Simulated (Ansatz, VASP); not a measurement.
InH3: VASP beside Ansatz

```
CELL_PARAMETERS angstrom
2.98247 0.00000 0.00000
-1.49124 2.58290 0.00000
0.00000 0.00000 4.99873
ATOMIC_POSITIONS crystal
In 0.00000 0.00000 0.00000
H 0.50000 0.00000 0.50000
H 0.00000 0.50000 0.50000
H 0.50000 0.50000 0.50000
```

Alike in both runs: functional PBE; k mesh 18 × 18 × 10; occupations gaussian, width 0.1 eV; no spin polarisation.

Ansatz relaxed the structure, and its values are those at the end. VASP's run is a single point on that final structure, the one shown.

|  | VASP | Ansatz |
| --- | --- | --- |
| version | VASP 6.6.1 | Ansatz 0.2.0 |
| potentials or method | VASP PAW PBE potentials, release 64 (In_d, H), cutoff 520 eV | scalar-relativistic, plane waves, PAW |
| valence electrons in the cell | 16 | 16 |

```csv
,VASP,Ansatz,Ansatz less VASP
gap on the k mesh at the Fermi level (eV),none,none,-
pressure (GPa),-0.2,0.0,+0.17
```

A gap of «none» marks a metal or a gap that the smearing closes. The functional is the same, so the differences come from potentials, cutoffs and numerics.
